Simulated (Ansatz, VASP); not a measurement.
## CdSe: VASP beside Ansatz

File INCAR:

```
ALGO = Normal
EDIFF = 1E-6
ENCUT = 500
GGA = PE
GGA_COMPAT = F
ISIF = 2
ISMEAR = -1
LASPH = T
LCHARG = F
LREAL = F
LWAVE = F
NBANDS = 26
NELM = 120
PREC = Accurate
SIGMA = 0.02
```

File KPOINTS:

```
k-points
0
Gamma
  12 12 4
```

POSCAR

```
CdSe
1.0
    4.2973164287      0.0000000000      0.0000000000
   -2.1486582143      3.7215851954      0.0000000000
    0.0000000000      0.0000000000      7.0058795226
Cd Se
2 2
Direct
    0.3333333333      0.6666666667     -0.0004760037
    0.6666666667      0.3333333333      0.4995239963
    0.3333333333      0.6666666667      0.3754760037
    0.6666666667      0.3333333333      0.8754760037
```

Input for Ansatz:

```yaml
crystal:
  lattice:
    - [4.2973164287, 0.0, 0.0]
    - [-2.1486582143, 3.7215851954, 0.0]
    - [0.0, 0.0, 7.0058795226]
  atoms:
    - { symbol: Cd, position: [0.3333333333, 0.6666666667, -0.0004760037] }
    - { symbol: Cd, position: [0.6666666667, 0.3333333333, 0.4995239963] }
    - { symbol: Se, position: [0.3333333333, 0.6666666667, 0.3754760037] }
    - { symbol: Se, position: [0.6666666667, 0.3333333333, 0.8754760037] }
kpoints:
  mp_grid: { grid: [12, 12, 4] }
  band_path:
    path:
      - [0.0, 0.0, 0.0]
      - [0.5, 0.0, 0.0]
      - [0.3333333333, 0.3333333333, 0.0]
      - [0.0, 0.0, 0.5]
      - [0.5, 0.0, 0.5]
      - [0.3333333333, 0.3333333333, 0.5]
    npoints: 1
hamiltonian:
  xc: pbe
scf:
  occupations: { method: fermi_dirac, width: 0.02 }
  n_extra_bands: 5
output:
  forces: true
  stress: true
  eigenvalues: true
```

Change from the starting cell: hydrostatic strain -1.0%.

Alike in both runs: task single point; functional PBE; k mesh 12 × 12 × 4; occupations fermi-dirac, width 0.02 eV; no spin polarisation.

|  | VASP | Ansatz |
| --- | --- | --- |
| version | VASP 6.6.1 | Ansatz 0.2.0 |
| potentials or method | VASP PAW PBE potentials, release 64 (Cd, Se) | plane waves, PAW |
| plane-wave cutoff (eV) | 500 | 420 |
| valence electrons in the cell | 36 | 72 |

|  | VASP | Ansatz | Ansatz less VASP |
| --- | --- | --- | --- |
| pressure (GPa) | 3.4 | 3.1 | -0.32 |
| traceless stress, the component that is largest in VASP (GPa) | 0.06 | 0.05 | -0.004 |

VASP's potentials hold 36 valence electrons a cell and Ansatz's 72, so a difference there can come from the potentials and not from the codes.
